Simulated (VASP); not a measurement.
# Ge2As (I4/mmm) in VASP: single point with PBE

Aim: the single point of Ge2As with PBE.

Everything below comes from runs of VASP 6.6.1. Logs are shortened: lines on timing, memory, paths and dates and some standing lists are left out, and cuts for length are marked.

### 1 The cell of the first run

It takes space group I4/mmm (No. 139, tetragonal). The conventional cell has a = 3.431 Å, b = 3.431 Å, c = 10.099 Å, α = 90.00°, β = 90.00°, γ = 90.00°. Within 3.8 Å of Ge (site symmetry 4mm) lie 5 As at 2.85 to 3.55 Å and 9 Ge at 2.99 to 3.43 Å. As (site symmetry 4/mmm) has 10 Ge at 2.85 to 3.55 Å and 4 As at 3.43 Å within 3.8 Å.

### 2 Single point, PBE

File INCAR:

```
  PREC = Accurate
  ENCUT = 520
  EDIFF = 1E-6
  ISMEAR = 0
  SIGMA = 0.1
  LREAL = False
  LASPH = True
  NELM = 100
  ALGO = Normal
  ISIF = 2
  LWAVE = False
  LCHARG = False
  GGA = PE
  NBANDS = 24
```

File KPOINTS:

```
regular mesh
0
Gamma
  18 18 18
```

File POSCAR:

```
Ge2As
1.0
   -1.7154377577      1.7154377577      5.0494451772
    1.7154377577     -1.7154377577      5.0494451772
    1.7154377577      1.7154377577     -5.0494451772
Ge As
2 1
Direct
    0.6481556190      0.6481556190      0.0000000000
    0.3518443810      0.3518443810      0.0000000000
    0.0000000000      0.0000000000      0.0000000000
```

Potentials or basis: VASP PAW PBE potentials, release 64 (Ge_d, As).

Started as:

```console
$ cat potpaw_PBE.64/Ge_d/POTCAR potpaw_PBE.64/As/POTCAR > POTCAR
$ mpirun -np 1 vasp_std > vasp.out
```

OUTCAR:

```text
PREC = Accurate
   ENCUT = 520
   EDIFF = 1E-6
   ISMEAR = 0
   LREAL = False
   LASPH = True
   NELM = 100
   ISIF = 2
   GGA = PE

 ion  position               nearest neighbor table
   1  0.648  0.648  0.000-   3 2.85   3 2.85   3 2.85   3 2.85
   2  0.352  0.352  0.000-   3 2.85   3 2.85   3 2.85   3 2.85
   3  0.000  0.000  0.000-   1 2.85   1 2.85   2 2.85   1 2.85   2 2.85   2 2.85   1 2.85   2 2.85

  LATTYP: Found a body centered tetragonal cell.
 ALAT       =     3.4308755154
 C/A-ratio  =     2.9435315589

  Lattice vectors:

 A1 = (  -1.7154377577,   1.7154377577,   5.0494451772)
 A2 = (   1.7154377577,  -1.7154377577,   5.0494451772)
 A3 = (   1.7154377577,   1.7154377577,  -5.0494451772)

Analysis of symmetry for initial positions (statically):
=====================================================================
 Subroutine PRICEL returns:
 Original cell was already a primitive cell.

 Routine SETGRP: Setting up the symmetry group for a
 body centered tetragonal supercell.

 Subroutine GETGRP returns: Found 16 space group operations
 (whereof 16 operations were pure point group operations)
 out of a pool of 16 trial point group operations.

The static configuration has the point symmetry D_4h.

Analysis of symmetry for dynamics (positions and initial velocities):
=====================================================================
 Subroutine PRICEL returns:
 Original cell was already a primitive cell.

 Routine SETGRP: Setting up the symmetry group for a
 body centered tetragonal supercell.

 Subroutine GETGRP returns: Found 16 space group operations
 (whereof 16 operations were pure point group operations)
 out of a pool of 16 trial point group operations.

The dynamic configuration has the point symmetry D_4h.

 Subroutine INISYM returns: Found 16 space group operations
 (whereof 16 operations are pure point group operations),
 and found     1 'primitive' translations

----------------------------------------------------------------------------------------

                                     Primitive cell

  volume of cell :      59.4365

  direct lattice vectors                    reciprocal lattice vectors
[... 84 lines left out ...]
   LNONCOLLINEAR =      F non collinear calculations
   LSORBIT =      F    spin-orbit coupling
   LASPH  =      T    aspherical Exc in radial PAW
   ENCUT  =  520.0 eV  38.22 Ry    6.18 a.u.  10.42 10.42 10.42*2*pi/ulx,y,z
   NELM   =    100;   NELMIN=  2; NELMDL= -5     # of ELM steps
   EDIFF  = 0.1E-05   stopping-criterion for ELM
   LREAL  =      F    real-space projection
   EDIFFG = 0.1E-04   stopping-criterion for IOM
   NSW    =      0    number of steps for IOM
   IBRION =     -1    ionic relax: 0-MD 1-quasi-New 2-CG
   NFREE  =      0    steps in history (QN), initial steepest desc. (CG)
   ISIF   =      2    stress and relaxation
   ISYM   =      2    0-nonsym 1-usesym 2-fastsym
   POTIM  = 0.5000    time-step for ionic-motion
   TEBEG  =    0.0;   TEEND  =   0.0 temperature during run
   PSTRESS=    0.0 pullay stress
   NELECT =      33.0000    total number of electrons
   NUPDOWN=      -1.0000    fix difference up-down
   EMIN   =  10.00;   EMAX   =-10.00  energy-range for DOS
   EFERMI =   0.00;   METHOD = LEGACY
   ISMEAR =     0;   SIGMA  =   0.10  broadening in eV -4-tet -1-fermi 0-gaus
   EFERMI_NEDOS =   21; number of points for ismear=-14 and -15
   IALGO  =     38    algorithm
   IMIX   =      4    mixing-type and parameters
     AMIX     =   0.40;   BMIX     =  1.00
     AMIX_MAG =   1.60;   BMIX_MAG =  1.00
  volume/ion in A,a.u.               =      19.81       133.70
  Fermi-wavevector in a.u.,A,eV,Ry     =   1.345535  2.542692 24.632859  1.810464
  Thomas-Fermi vector in A             =   2.473440
   LORBIT       =      0    0 simple, 1 ext, 2 COOP (PROOUT), +10 PAW based schemes
   GGA     = PE    functional components
   LHFCALC =     F    Hartree Fock is set to
   AEXX    =    0.0000 exact exchange contribution
   IVDW    =     0    specifies the selected vdW correction
   LEPSILON=     F    determine dielectric tensor
   LRPA    =     F    only Hartree local field effects (RPA)
 non-spin polarized calculation
 Gauss-broadening in eV      SIGMA  =   0.10
  energy-cutoff  :      520.00
  volume of cell :       59.44
 maximum number of plane-waves:      1617
 NGX is ok and might be reduce to    42
   NGX = 21   NGY = 21   NGZ = 21

 number of electron      33.0000006 magnetization

 Free energy of the ion-electron system (eV)
  ---------------------------------------------------
  ext. energy  EPLUGINS =         0.00000000
  ---------------------------------------------------
  free energy    TOTEN  =       -12.76942389 eV

  energy without entropy =      -12.76248746  energy(sigma->0) =      -12.76595567

 E-fermi :   6.1437     XC(G=0): -10.8647

 val. band max:        6.1357774992   @ k =  -0.4444   0.1111   0.0556
 cond. band min:       6.1452304290   @ k =   0.3889   0.2222   0.0556
 fundamental gap:      0.0094529297
 Fermi energy:         6.1437360882

 k-point     1 :       0.0000    0.0000    0.0000
  band No.  band energies     occupation
      1     -18.6170      2.00000
      2     -18.6091      2.00000
      3     -18.6019      2.00000
      4     -18.5968      2.00000
      5     -18.5959      2.00000
      6     -18.5959      2.00000
[... 637 lines left out ...]
     23      13.9125      0.00000
     24      15.5298      0.00000

 [... further k-points ...]

------------------------ aborting loop because EDIFF is reached ----------------------------------------

  FORCE on cell =-STRESS in cart. coord.  units (eV):
  Direction    XX          YY          ZZ          XY          YZ          ZX
  --------------------------------------------------------------------------------------
  -------------------------------------------------------------------------------------
  Total       -0.0073317     -0.0073317     -0.0136926      0.0000000      0.0000000      0.0000000
  in kB       -0.1976349     -0.1976349     -0.3690983      0.0000000      0.0000000      0.0000000
  external PRESSURE =      -0.2547894 kB  Pullay stress =       0.0000000 kB

 VOLUME and BASIS-vectors are now :
 -----------------------------------------------------------------------------
  energy-cutoff  :      520.00
  volume of cell :       59.44
      direct lattice vectors                 reciprocal lattice vectors
    -1.715437758  1.715437758  5.049445177     0.000000000  0.291470791  0.099020780
     1.715437758 -1.715437758  5.049445177     0.291470791  0.000000000  0.099020780
     1.715437758  1.715437758 -5.049445177     0.291470791  0.291470791  0.000000000

 POSITION                                       TOTAL-FORCE (eV/Angst)
 -----------------------------------------------------------------------------------
      0.00000      0.00000      6.54565         0.000000      0.000000      0.006896
      0.00000      0.00000      3.55324         0.000000      0.000000     -0.006896
      0.00000      0.00000      0.00000        -0.000000     -0.000000     -0.000000
 -----------------------------------------------------------------------------------
    total drift:                                0.000000      0.000000     -0.000000

  FREE ENERGIE OF THE ION-ELECTRON SYSTEM (eV)
  ---------------------------------------------------
  free  energy   TOTEN  =       -12.7694238868 eV

  energy  without entropy=      -12.7624874615  energy(sigma->0) =      -12.76595567
```

stdout:

```text
POSCAR found type information on POSCAR GeAs
 POSCAR found :  2 types and       3 ions
 scaLAPACK will be used
 LDA part: xc-table for (Slater+PW92), standard interpolation
 POSCAR, INCAR and KPOINTS ok, starting setup
 FFT: planning ... GRIDC
 FFT: planning ... GRID_SOFT
 FFT: planning ... GRID
 WAVECAR not read
 entering main loop
```

Wall time 8.7 min (1 thread of AMD EPYC 9R45 (Zen 5), shared host); peak memory 0.7 GiB.

What came out:

| Property | Result |
| --- | --- |
| Free energy | -12.7694 eV |
| Pressure | 0.0 GPa |
| Largest force | 0.007 eV/Å |
| Band gap on the k mesh | zero (an odd number of electrons rules out a gap without spin polarisation) |

Forces in eV/Å, atoms in the order of the input:
```
Ge   0.000  0.000  0.007
Ge   0.000  0.000 -0.007
As   0.000  0.000  0.000
```

Caveat: an odd number of electrons without spin polarisation forces a metal; a magnetic or distorted state may lie lower.
